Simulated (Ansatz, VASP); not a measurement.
## Ti: VASP beside Ansatz

```
Ti
1.0
     2.93846    0.00000    0.00000
    -1.46923    2.54478    0.00000
     0.00000    0.00000    4.65063
Ti
2
Direct
  0.33333 0.66667 0.25000
  0.66667 0.33333 0.75000
```

Alike in both runs: task single point; functional PBE; k mesh 24 × 24 × 14; occupations gaussian, width 0.15 eV; no spin polarisation.

|  | VASP | Ansatz |
| --- | --- | --- |
| version | VASP 6.6.1 | Ansatz 0.2.0 |
| potentials or method | VASP PAW PBE potentials, release 64 (Ti_sv), cutoff 520 eV | scalar-relativistic, plane waves, PAW |
| valence electrons in the cell | 24 | 24 |

|  | VASP | Ansatz | Ansatz less VASP |
| --- | --- | --- | --- |
| gap on the k mesh at the Fermi level (eV) | none | none | - |
| pressure (GPa) | -0.6 | 0.1 | +0.66 |

A gap of «none» marks a metal or a gap that the smearing closes. With one functional, cell and mesh, what is left measures potentials, basis and numerics.
